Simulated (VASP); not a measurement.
# NbTeS4 (Cmmm) in VASP: further runs, part 2 of 2

VASP 6.6.1.

### Step 4. Single point, PBE

This run uses another cell than the first one, of 23.58 Å³/atom.

Contents of INCAR:

```
  ALGO = Normal
  EDIFF = 1E-7
  ENCUT = 520
  GGA = PE
  ISIF = 2
  ISMEAR = 0
  LASPH = True
  LCHARG = False
  LREAL = False
  LWAVE = False
  NBANDS = 30
  NELM = 60
  PREC = Accurate
  SIGMA = 0.1
```

Contents of KPOINTS:

```
k-points
0
Gamma
  6 6 10
```

Contents of POSCAR:

```
NbTeS4
1.0
    4.3113310866     -4.3627854339      0.0000000000
    4.3113310866      4.3627854339      0.0000000000
    0.0000000000      0.0000000000      3.7606427409
Nb Te S
1 1 4
Direct
    0.5000000000      0.5000000000      0.5000000000
    0.0000000000      0.0000000000      0.0000000000
    0.2144768749      0.2144768749      0.5000000000
    0.7855231251      0.7855231251      0.5000000000
    0.6841665807      0.3158334193      0.0000000000
    0.3158334193      0.6841665807      0.0000000000
```

Potentials or basis: VASP PAW PBE potentials, release 64 (Nb_sv, Te, S).

Started as:

```
$ cat potpaw_PBE.64/Nb_sv/POTCAR potpaw_PBE.64/Te/POTCAR potpaw_PBE.64/S/POTCAR > POTCAR
$ mpirun -np 1 vasp_std > vasp.out
```

OUTCAR:

```text
EDIFF = 1E-7
   ENCUT = 520
   GGA = PE
   ISIF = 2
   ISMEAR = 0
   LASPH = True
   LREAL = False
   NELM = 60
   PREC = Accurate

 ion  position               nearest neighbor table
   1  0.500  0.500  0.500-   3 2.46   4 2.46   5 2.47   6 2.47   5 2.47   6 2.47
   2  0.000  0.000  0.000-   3 2.64   4 2.64   3 2.64   4 2.64   5 2.76   6 2.76
   3  0.214  0.214  0.500-   1 2.46   2 2.64   2 2.64
   4  0.786  0.786  0.500-   1 2.46   2 2.64   2 2.64
[... 1003 lines left out ...]
  -------------------------------------------------------------------------------------
  Total       -0.1583813     -0.0765136     -0.2015683      0.0000000      0.0000000      0.0000000
  in kB       -1.7936886     -0.8665267     -2.2827880      0.0000000      0.0000000      0.0000000
  external PRESSURE =      -1.6476678 kB  Pullay stress =       0.0000000 kB

 VOLUME and BASIS-vectors are now :
 -----------------------------------------------------------------------------
  energy-cutoff  :      520.00
  volume of cell :      141.47
      direct lattice vectors                 reciprocal lattice vectors
     4.311331087 -4.362785434  0.000000000     0.115973464 -0.114605682  0.000000000
     4.311331087  4.362785434  0.000000000     0.115973464  0.114605682  0.000000000
     0.000000000  0.000000000  3.760642741     0.000000000  0.000000000  0.265911991

 POSITION                                       TOTAL-FORCE (eV/Angst)
 -----------------------------------------------------------------------------------
      4.31133      0.00000      1.88032         0.000000     -0.000000      0.000000
      0.00000      0.00000      0.00000         0.000000     -0.000000      0.000000
      1.84936      0.00000      1.88032         0.001490     -0.000000      0.000000
      6.77330      0.00000      1.88032        -0.001490     -0.000000      0.000000
      4.31133     -1.60696      0.00000         0.000000      0.011750      0.000000
      4.31133      1.60696      0.00000         0.000000     -0.011750     -0.000000
 -----------------------------------------------------------------------------------
    total drift:                               -0.000000     -0.000000     -0.000000

  FREE ENERGIE OF THE ION-ELECTRON SYSTEM (eV)
  ---------------------------------------------------
  free  energy   TOTEN  =       -31.5157198747 eV

  energy  without entropy=      -31.4990758430  energy(sigma->0) =      -31.50739786
```

stdout:

```text
POSCAR found type information on POSCAR NbTeS
 POSCAR found :  3 types and       6 ions
 scaLAPACK will be used
 LDA part: xc-table for (Slater+PW92), standard interpolation
 POSCAR, INCAR and KPOINTS ok, starting setup
 FFT: planning ... GRIDC
 FFT: planning ... GRID_SOFT
 FFT: planning ... GRID
 WAVECAR not read
 entering main loop
```

Wall time 5 min (1 thread of Intel Xeon 6975P-C (Granite Rapids), shared host); peak memory 0.45 GiB.

What came out:

| Quantity | Value |
| --- | --- |
| Free energy | -31.5157 eV |
| Pressure | -0.2 GPa |
| Largest force | 0.012 eV/Å |
| Band gap on the k mesh | zero (an odd number of electrons rules out a gap without spin polarisation) |

Forces in eV/Å, atoms in the order of the input:
```
Nb   0.000  0.000  0.000
Te   0.000  0.000  0.000
S    0.001  0.000  0.000
S   -0.001  0.000  0.000
S    0.000  0.012  0.000
S    0.000 -0.012  0.000
```

Levels at points of the mesh, in eV from the Fermi level:
```csv
k point,band 19,band 20,band 21,band 22,band 23,band 24
"(0.00, 0.00, 0.00)",-1.45,-1.09,-0.47,0.26,0.62,0.94
"(0.50, 0.00, 0.00)",-1.48,-1.32,-0.77,-0.59,-0.51,0.53
"(0.50, 0.50, 0.00)",-2.03,-1.89,-1.59,0.04,0.67,1.57
"(0.00, 0.00, 0.50)",-2.13,-1.89,-1.29,0.13,0.66,0.82
"(0.50, 0.00, 0.50)",-1.63,-1.49,-0.69,0.37,0.56,0.74
"(0.50, 0.50, 0.50)",-1.84,-1.45,-1.21,0.44,0.54,0.56
```

Caveat: spin-orbit coupling is left out, which moves the levels of the heavy elements.

### Step 5. Relaxation of cell and atoms, PBE

Contents of INCAR:

```
SYSTEM = NbTeS4
  PREC = Accurate
  ENCUT = 600
  EDIFF = 1E-6
  ISMEAR = 0
  SIGMA = 0.1
  LREAL = .FALSE.
  LASPH = .TRUE.
  NELM = 100
  ALGO = Normal
  ISIF = 3
  LWAVE = .FALSE.
  LCHARG = .FALSE.
  GGA = PE
  IBRION = 2
  NSW = 90
  EDIFFG = -0.04
```

Contents of KPOINTS:

```
Automatic mesh
0
G
  4 4 4
  0 0 0
```

Contents of POSCAR:

```
NbTeS4
1.0
    4.1114641900     -4.1255489300      0.0000000000
    4.1114641900      4.1255489300      0.0000000000
    0.0000000000      0.0000000000      3.8063479900
Nb Te S
1 1 4
Direct
    0.5000000000      0.5000000000      0.5000000000
    0.0000000000      0.0000000000      0.0000000000
    0.2033679900      0.2033679900      0.5000000000
    0.7966320100      0.7966320100      0.5000000000
    0.6859680000      0.3140320000      0.0000000000
    0.3140320000      0.6859680000      0.0000000000
```

Started as:

```
$ cat potpaw_PBE.64/Nb_sv/POTCAR potpaw_PBE.64/Te/POTCAR potpaw_PBE.64/S/POTCAR > POTCAR
$ mpirun -np 1 vasp_std > vasp.out
```

Wall time 13 min (1 thread of Intel Xeon 6975P-C (Granite Rapids), shared host); peak memory 0.31 GiB.

Results (log left out):

```yaml
Free_energy: -31.5353 eV
Relaxed_volume: 23.51 Å³/atom
Relaxed_cell: a = 6.130 Å, b = 6.130 Å, c = 3.754 Å, α = 90.00°, β = 90.00°, γ = 90.62°
Space_group_after_relaxing_to_0.1_Å: Cmmm (No. 65)
Energy_gained_by_relaxing: 57.2 meV/atom
Ionic_steps: 10
Pressure_after_relaxing: -0.1 GPa
Largest_force_after_relaxing: 0.006 eV/Å
Band_gap_on_the_k_mesh: zero (an odd number of electrons rules out a gap without spin polarisation)
```

Forces in eV/Å, atoms in the order of the input:
```
Nb   0.000  0.000  0.000
Te   0.000  0.000  0.000
S    0.006  0.000  0.000
S   -0.006  0.000  0.000
S    0.000 -0.002  0.000
S    0.000  0.002  0.000
```

Stress tensor (GPa, compression positive):
```
-0.10  0.00  0.00
 0.00 -0.24  0.00
 0.00  0.00 -0.08
```

Step by step:
```csv
step,energy change (eV),largest force (eV/Å),pressure (GPa),volume (Å³)
1,0.0000,1.1250,7.29,129.13
2,-0.1483,0.6525,-4.59,148.30
3,-0.2660,0.5597,-0.57,140.10
4,-0.3142,0.1778,-0.09,140.18
5,-0.3223,0.1430,0.25,140.21
6,-0.3326,0.1419,-0.13,140.99
7,-0.3355,0.1413,-0.50,141.78
8,-0.3413,0.1344,0.03,140.92
9,-0.3415,0.1329,0.16,140.72
10,-0.3430,0.0058,-0.14,141.04
```

Final structure:
```
Nb Te S
1.0
     4.31073   -4.35798    0.00000
     4.31073    4.35798    0.00000
     0.00000    0.00000    3.75392
Nb Te S
1 1 4
Cartesian
  4.3107 0.0000 1.8770
  4.3107 4.3580 0.0000
  1.8484 0.0000 1.8770
  6.7731 0.0000 1.8770
  4.3107 -1.6131 0.0000
  4.3107 1.6131 3.7539
```

Levels at points of the mesh, in eV from the Fermi level:
| k point | band 18 | band 19 | band 20 | band 21 | band 22 | band 23 | band 24 | band 25 |
| --- | --- | --- | --- | --- | --- | --- | --- | --- |
| (0.00, 0.00, 0.00) | -1.60 | -1.51 | -1.17 | -0.54 | 0.22 | 0.56 | 0.86 | 1.05 |
| (0.50, 0.00, 0.00) | -2.00 | -1.54 | -1.39 | -0.83 | -0.66 | -0.56 | 0.46 | 1.16 |
| (0.50, 0.50, 0.00) | -2.59 | -2.12 | -1.93 | -1.67 | 0.00 | 0.61 | 1.51 | 1.85 |
| (0.00, 0.00, 0.50) | -2.79 | -2.21 | -1.96 | -1.35 | 0.07 | 0.62 | 0.78 | 0.80 |
| (0.50, 0.00, 0.50) | -2.68 | -1.70 | -1.56 | -0.76 | 0.32 | 0.52 | 0.72 | 1.24 |
| (0.50, 0.50, 0.50) | -2.27 | -1.92 | -1.53 | -1.27 | 0.38 | 0.47 | 0.48 | 0.67 |

Caveat: the k points lie up to 0.42 Å⁻¹ apart in the final cell, too coarse for converged energies and pressures of a metal; spin-orbit coupling is left out, which moves the levels of the heavy elements.

### Step 6. Summary

```csv
task,cell,k mesh,cutoff (eV),gap on the mesh (eV),pressure (GPa),largest force (eV/Å)
single point,"a = 5.824, b = 5.824, c = 3.806 Å, angles 90.0, 90.0, 90.2°, 6 atoms, atomic positions A",4 × 4 × 4,520,none,7.3,1.12
single point,"a = 6.103, b = 6.103, c = 3.771 Å, angles 90.0, 90.0, 90.5°, 6 atoms, atomic positions B",4 × 4 × 4,520,none,0.1,0.01
single point,"a = 6.134, b = 6.134, c = 3.761 Å, angles 90.0, 90.0, 90.7°, 6 atoms, atomic positions B",6 × 6 × 10,520,none,-0.2,0.01
relaxation of cell and atoms,"relaxed from a = 5.824, b = 5.824, c = 3.806 Å, angles 90.0, 90.0, 90.2°, 6 atoms, atomic positions A",4 × 4 × 4,600,none,-0.1,0.01
```

Alike in all rows: level PBE; potentials or basis VASP PAW PBE potentials, release 64 (Nb_sv, Te, S); no spin polarisation; smearing gaussian 0.1 eV.

Caveats: some runs use coarse meshes; spin-orbit coupling is left out, which moves the levels of the heavy elements; forces of over 1 eV/Å act on the atoms, so gaps and moduli don't describe the material at rest (at least some runs).

Total energies depend on the potentials used, so only differences within one code and one set of settings carry meaning.
